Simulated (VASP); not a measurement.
Input of a VASP 6.6.1 run:

The input INCAR:

```
ALGO = Normal ; EDIFF = 1E-7
ENCUT = 520 ; GGA = PE
ISIF = 2 ; ISMEAR = 0
IVDW = 12 ; LASPH = True
LCHARG = False ; LREAL = False
LWAVE = False ; NBANDS = 20
NELM = 100 ; PREC = Accurate
SIGMA = 0.05
```

Contents of KPOINTS:

```
k-points
0
Gamma
  12 12 12
```

POSCAR

```
WS2
1.0
    1.5470500000      0.8931897339      6.6193666667
   -1.5470500000      0.8931897339      6.6193666667
    0.0000000000     -1.7863794679      6.6193666667
W S
1 2
Direct
    0.9993440419      0.9993440419      0.9993440419
    0.7527816504      0.7527816504      0.7527816504
    0.5791743077      0.5791743077      0.5791743077
```

Potentials or basis: VASP PAW PBE potentials, release 64 (W_sv, S).

The run is started by

```sh
$ cat potpaw_PBE.64/W_sv/POTCAR potpaw_PBE.64/S/POTCAR > POTCAR
$ mpirun -np 1 vasp_std > vasp.out
```

(1) Predict the largest force.

(2) Predict the dispersion energy per atom.

(3) Estimate the band gap on the k mesh.

Answers

(1) 2.090 eV/Å.

(2) -0.413 eV.

(3) 1.07 eV (least direct gap 1.88 eV).

Caveat: the cell stands under tension; spin-orbit coupling is left out, which moves the levels of the heavy elements; forces of over 1 eV/Å act on the atoms, so gaps and moduli don't describe the material at rest.
